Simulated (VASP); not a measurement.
# TlBr (Pm-3m) in VASP: a series of runs

TlBr is run at these levels: PBE; tasks: single point.

Program: VASP 6.6.1. These are calculated values, not measurements. Logs are shortened: lines on timing, memory, paths and dates and some standing lists are left out, and cuts for length are marked.

## 1. The cell of the first run

Symmetry: Pm-3m, No. 221, cubic system. The conventional cell has a = 3.995 Å, b = 3.995 Å, c = 3.995 Å, α = 90.00°, β = 90.00°, γ = 90.00°. Tl (site symmetry m-3m) has 8 Br at 3.46 Å and 6 Tl at 3.99 Å within 4.5 Å. Br (site symmetry m-3m) has 8 Tl at 3.46 Å and 6 Br at 3.99 Å within 4.5 Å.

## 2. Single point, PBE

File INCAR:

```
SYSTEM = TlBr
PREC = Accurate
ENCUT = 500
EDIFF = 1E-6
ISMEAR = 0
SIGMA = 0.01
LREAL = .False.
LASPH = .True.
NELM = 120
ALGO = Normal
ISIF = 2
LWAVE = .False.
LCHARG = .False.
GGA = PE
NBANDS = 17
GGA_COMPAT = .False.
```

File KPOINTS:

```
Automatic mesh
0
Gamma
  2 2 2
  0 0 0
```

File POSCAR:

```
TlBr
1.0
    3.9949064284      0.0000000000      0.0000000000
    0.0000000000      3.9949064284      0.0000000000
    0.0000000000      0.0000000000      3.9949064284
Tl Br
1 1
Direct
    0.0000000000      0.0000000000      0.0000000000
    0.5000000000      0.5000000000      0.5000000000
```

Potentials or basis: VASP PAW PBE potentials, release 64 (Tl_d, Br).

Run with:

```bash
$ cat potpaw_PBE.64/Tl_d/POTCAR potpaw_PBE.64/Br/POTCAR > POTCAR
$ mpirun -np 1 vasp_std > vasp.out
```

OUTCAR:

```text
SYSTEM = TlBr
   PREC = Accurate
   ENCUT = 500
   EDIFF = 1E-6
   ISMEAR = 0
   LREAL = .False.
   LASPH = .True.
   NELM = 120
   ISIF = 2
   GGA = PE

 ion  position               nearest neighbor table
   1  0.000  0.000  0.000-   2 3.46   2 3.46   2 3.46   2 3.46   2 3.46   2 3.46   2 3.46   2 3.46

   2  0.500  0.500  0.500-   1 3.46   1 3.46   1 3.46   1 3.46   1 3.46   1 3.46   1 3.46   1 3.46

  LATTYP: Found a simple cubic cell.
 ALAT       =     3.9949064284

  Lattice vectors:

 A1 = (   3.9949064284,   0.0000000000,   0.0000000000)
 A2 = (   0.0000000000,   3.9949064284,   0.0000000000)
 A3 = (   0.0000000000,   0.0000000000,   3.9949064284)

Analysis of symmetry for initial positions (statically):
=====================================================================
 Subroutine PRICEL returns:
 Original cell was already a primitive cell.

 Routine SETGRP: Setting up the symmetry group for a
 simple cubic supercell.

 Subroutine GETGRP returns: Found 48 space group operations
 (whereof 48 operations were pure point group operations)
 out of a pool of 48 trial point group operations.

The static configuration has the point symmetry O_h .

Analysis of symmetry for dynamics (positions and initial velocities):
=====================================================================
 Subroutine PRICEL returns:
 Original cell was already a primitive cell.

 Routine SETGRP: Setting up the symmetry group for a
 simple cubic supercell.

 Subroutine GETGRP returns: Found 48 space group operations
 (whereof 48 operations were pure point group operations)
 out of a pool of 48 trial point group operations.

The dynamic configuration has the point symmetry O_h .

 Subroutine INISYM returns: Found 48 space group operations
 (whereof 48 operations are pure point group operations),
 and found     1 'primitive' translations

----------------------------------------------------------------------------------------

                                     Primitive cell

  volume of cell :      63.7558

  direct lattice vectors                    reciprocal lattice vectors
     3.994906428  0.000000000  0.000000000     0.250318754  0.000000000  0.000000000
     0.000000000  3.994906428  0.000000000     0.000000000  0.250318754  0.000000000
     0.000000000  0.000000000  3.994906428     0.000000000  0.000000000  0.250318754

  length of vectors
     3.994906428  3.994906428  3.994906428     0.250318754  0.250318754  0.250318754

  position of ions in fractional coordinates (direct lattice)
     0.000000000  0.000000000  0.000000000
     0.500000000  0.500000000  0.500000000

  ion indices of the primitive-cell ions
   primitive index   ion index
                 1           1
                 2           2

----------------------------------------------------------------------------------------

 KPOINTS: Automatic mesh

Automatic generation of k-mesh.
 Grid dimensions read from file:
 generate k-points for:    2    2    2

 Generating k-lattice:

  Cartesian coordinates                     Fractional coordinates (reciprocal lattice)
     0.125159377  0.000000000  0.000000000     0.500000000  0.000000000  0.000000000
     0.000000000  0.125159377  0.000000000     0.000000000  0.500000000  0.000000000
     0.000000000  0.000000000  0.125159377     0.000000000  0.000000000  0.500000000

  Length of vectors
     0.125159377  0.125159377  0.125159377

  Shift w.r.t. Gamma in fractional coordinates (k-lattice)
     0.000000000  0.000000000  0.000000000

 Subroutine IBZKPT returns following result:
 ===========================================

 Found      4 irreducible k-points:

 Following reciprocal coordinates:
            Coordinates               Weight
  0.000000  0.000000  0.000000      1.000000
  0.500000  0.000000  0.000000      3.000000
  0.500000  0.500000  0.000000      3.000000
  0.500000  0.500000  0.500000      1.000000
   k-points           NKPTS =      4   k-points in BZ     NKDIM =      4   number of bands    NBANDS=     17
   number of dos      NEDOS =    301   number of ions     NIONS =      2
   total plane-waves  NPLWV =  27000
   dimension x,y,z NGX =    30 NGY =   30 NGZ =   30
   dimension x,y,z NGXF=    60 NGYF=   60 NGZF=   60
   ions per type =               1   1
   NGX,Y,Z   is equivalent  to a cutoff of  12.48, 12.48, 12.48 a.u.
   NGXF,Y,Z  is equivalent  to a cutoff of  24.97, 24.97, 24.97 a.u.
 SYSTEM =  TlBr
   PREC   = accura    normal or accurate (medium, high low for compatibility)
   ISTART =      0    job   : 0-new  1-cont  2-samecut
   ICHARG =      2    charge: 1-file 2-atom 10-const
   ISPIN  =      1    spin polarized calculation?
   LNONCOLLINEAR =      F non collinear calculations
   LSORBIT =      F    spin-orbit coupling
   LASPH  =      T    aspherical Exc in radial PAW
   ENCUT  =  500.0 eV  36.75 Ry    6.06 a.u.   7.28  7.28  7.28*2*pi/ulx,y,z
   NELM   =    120;   NELMIN=  2; NELMDL= -5     # of ELM steps
   EDIFF  = 0.1E-05   stopping-criterion for ELM
   LREAL  =      F    real-space projection
   EDIFFG = 0.1E-04   stopping-criterion for IOM
   NSW    =      0    number of steps for IOM
   IBRION =     -1    ionic relax: 0-MD 1-quasi-New 2-CG
   NFREE  =      0    steps in history (QN), initial steepest desc. (CG)
   ISIF   =      2    stress and relaxation
   ISYM   =      2    0-nonsym 1-usesym 2-fastsym
   POTIM  = 0.5000    time-step for ionic-motion
   TEBEG  =    0.0;   TEEND  =   0.0 temperature during run
   PSTRESS=    0.0 pullay stress
   NELECT =      20.0000    total number of electrons
   NUPDOWN=      -1.0000    fix difference up-down
   EMIN   =  10.00;   EMAX   =-10.00  energy-range for DOS
   EFERMI =   0.00;   METHOD = LEGACY
   ISMEAR =     0;   SIGMA  =   0.01  broadening in eV -4-tet -1-fermi 0-gaus
   EFERMI_NEDOS =   21; number of points for ismear=-14 and -15
   IALGO  =     38    algorithm
   IMIX   =      4    mixing-type and parameters
     AMIX     =   0.40;   BMIX     =  1.00
     AMIX_MAG =   1.60;   BMIX_MAG =  1.00
  volume/ion in A,a.u.               =      31.88       215.12
  Fermi-wavevector in a.u.,A,eV,Ry     =   1.112359  2.102053 16.835061  1.237342
  Thomas-Fermi vector in A             =   2.248932
   LORBIT       =      0    0 simple, 1 ext, 2 COOP (PROOUT), +10 PAW based schemes
   GGA     = PE    functional components
   LHFCALC =     F    Hartree Fock is set to
   AEXX    =    0.0000 exact exchange contribution
   IVDW    =     0    specifies the selected vdW correction
   LEPSILON=     F    determine dielectric tensor
   LRPA    =     F    only Hartree local field effects (RPA)
 non-spin polarized calculation
 Gauss-broadening in eV      SIGMA  =   0.01
  energy-cutoff  :      500.00
  volume of cell :       63.76
 maximum number of plane-waves:      1647
 NGX is ok and might be reduce to    30
   NGX = 15   NGY = 15   NGZ = 15

 number of electron      20.0000006 magnetization

 Free energy of the ion-electron system (eV)
  ---------------------------------------------------
  ext. energy  EPLUGINS =         0.00000000
  ---------------------------------------------------
  free energy    TOTEN  =        -5.06138781 eV

  energy without entropy =       -5.06138781  energy(sigma->0) =       -5.06138781

 E-fermi :   2.5312     XC(G=0):  -8.8551

 val. band max:        2.4267344016   @ k =   0.5000   0.0000   0.0000
 cond. band min:       4.1844350815   @ k =   0.5000   0.0000   0.0000
 fundamental gap:      1.7577006799
 Fermi energy:         2.5311718480

 k-point     1 :       0.0000    0.0000    0.0000
  band No.  band energies     occupation
      1     -11.1063      2.00000
      2      -7.8901      2.00000
      3      -7.8901      2.00000
      4      -7.7173      2.00000
      5      -7.7173      2.00000
      6      -7.7173      2.00000
      7      -2.3790      2.00000
      8       1.2358      2.00000
      9       1.2358      2.00000
     10       1.2358      2.00000
     11       9.4020      0.00000
     12       9.4020      0.00000
     13       9.4639      0.00000
     14       9.4639      0.00000
     15       9.4639      0.00000
     16      13.4083      0.00000
     17      15.8000      0.00000

 k-point     2 :       0.5000    0.0000    0.0000
  band No.  band energies     occupation
      1     -10.8644      2.00000
      2      -7.8805      2.00000
      3      -7.7737      2.00000
      4      -7.7737      2.00000
      5      -7.7669      2.00000
      6      -7.7122      2.00000
      7      -3.1904      2.00000
      8       1.7496      2.00000
      9       1.7496      2.00000
     10       2.4267      2.00000
     11       4.1844      0.00000
     12       8.0235      0.00000
     13       8.0235      0.00000
     14      10.4323      0.00000
     15      12.6983      0.00000
     16      15.5054      0.00000
     17      15.9055      0.00000

 k-point     3 :       0.5000    0.5000    0.0000
  band No.  band energies     occupation
      1     -10.7574      2.00000
      2      -7.8201      2.00000
      3      -7.7585      2.00000
      4      -7.7585      2.00000
      5      -7.7104      2.00000
      6      -7.6713      2.00000
      7      -1.5220      2.00000
      8      -0.4124      2.00000
      9      -0.4124      2.00000
     10       1.8392      2.00000
     11       7.1925      0.00000
     12       7.1925      0.00000
     13       9.5669      0.00000
     14      10.0840      0.00000
     15      12.6196      0.00000
     16      12.8636      0.00000
     17      12.8636      0.00000

 k-point     4 :       0.5000    0.5000    0.5000
  band No.  band energies     occupation
      1     -10.5628      2.00000
      2      -7.8428      2.00000
      3      -7.8428      2.00000
      4      -7.8428      2.00000
      5      -7.6685      2.00000
      6      -7.6685      2.00000
      7      -0.5677      2.00000
      8       0.6226      2.00000
      9       0.6226      2.00000
     10       0.6226      2.00000
     11       4.4531      0.00000
     12       4.4531      0.00000
     13       4.4531      0.00000
     14      15.1807      0.00000
     15      15.1807      0.00000
     16      15.1807      0.00000
     17      18.5029      0.00000

------------------------ aborting loop because EDIFF is reached ----------------------------------------

  FORCE on cell =-STRESS in cart. coord.  units (eV):
  Direction    XX          YY          ZZ          XY          YZ          ZX
  --------------------------------------------------------------------------------------
  -------------------------------------------------------------------------------------
  Total        1.6798431      1.6798431      1.6798431      0.0000000     -0.0000000      0.0000000
  in kB       42.2142883     42.2142883     42.2142883      0.0000000     -0.0000000      0.0000000
  external PRESSURE =      42.2142883 kB  Pullay stress =       0.0000000 kB

 VOLUME and BASIS-vectors are now :
 -----------------------------------------------------------------------------
  energy-cutoff  :      500.00
  volume of cell :       63.76
      direct lattice vectors                 reciprocal lattice vectors
     3.994906428  0.000000000  0.000000000     0.250318754  0.000000000  0.000000000
     0.000000000  3.994906428  0.000000000     0.000000000  0.250318754  0.000000000
     0.000000000  0.000000000  3.994906428     0.000000000  0.000000000  0.250318754

 POSITION                                       TOTAL-FORCE (eV/Angst)
 -----------------------------------------------------------------------------------
      0.00000      0.00000      0.00000         0.000000      0.000000      0.000000
      1.99745      1.99745      1.99745         0.000000      0.000000      0.000000
 -----------------------------------------------------------------------------------
    total drift:                                0.000000     -0.000000     -0.000000

  FREE ENERGIE OF THE ION-ELECTRON SYSTEM (eV)
  ---------------------------------------------------
  free  energy   TOTEN  =        -5.0613878129 eV

  energy  without entropy=       -5.0613878129  energy(sigma->0) =       -5.06138781
```

Run time: 9.7 s. Hardware: 1 thread of Intel Xeon 8259CL, shared host; peak memory 0.16 GiB.

Results:

```
Free energy            : -5.0614 eV
Pressure               : 4.2 GPa
Band gap on the k mesh : 1.76 eV, direct
```

Caveat: the k points lie up to 0.79 Å⁻¹ apart; spin-orbit coupling is left out, which moves the levels of the heavy elements.

## 3. Single point, PBE

File INCAR:

```
ALGO     = Normal         # electronic algorithm
EDIFF    = 1E-6           # SCF threshold, eV
ENCUT    = 500            # plane-wave cutoff, eV
GGA      = PE             # functional
GGA_COMPAT= False        
ISIF     = 2              # what is computed and relaxed
ISMEAR   = 0              # smearing method
LASPH    = True           # aspherical terms in the spheres
LCHARG   = False          # write CHGCAR
LREAL    = False          # projectors in reciprocal space
LWAVE    = False          # write WAVECAR
NBANDS   = 17             # bands
NELM     = 120            # most SCF steps
PREC     = Accurate       # precision mode
SIGMA    = 0.01           # smearing width, eV
```

File KPOINTS:

```
k-points
0
Gamma
  4 4 4
```

POSCAR is that of step 2.

Potentials or basis: VASP PAW PBE potentials, release 64 (Tl_d, Br).

Run with:

```bash
$ cat potpaw_PBE.64/Tl_d/POTCAR potpaw_PBE.64/Br/POTCAR > POTCAR
$ mpirun -np 1 vasp_std > vasp.out
```

Run time: 16 s. Hardware: 1 thread of Intel Xeon 8259CL, shared host; peak memory 0.16 GiB.

Results (log left out):

| Item | Value |
| --- | --- |
| Free energy | -5.5261 eV |
| Pressure | 1.0 GPa |
| Band gap on the k mesh | 1.88 eV, direct |

Levels at points of the mesh, in eV from the valence-band top:
```tsv
k point	band 7	band 8	band 9	band 10	band 11	band 12	band 13	band 14
(0.00, 0.00, 0.00)	-4.63	-1.25	-1.25	-1.25	7.04	7.04	7.18	7.18
(0.50, 0.00, 0.00)	-5.47	-0.76	-0.76	0.00	1.88	5.76	5.76	8.05
(0.50, 0.50, 0.00)	-3.74	-2.85	-2.85	-0.68	4.86	4.86	7.34	7.70
(0.50, 0.50, 0.50)	-2.77	-1.86	-1.86	-1.86	2.18	2.18	2.18	12.76
```

Caveat: spin-orbit coupling is left out, which moves the levels of the heavy elements. As with any semilocal functional, this PBE gap is likely too small.
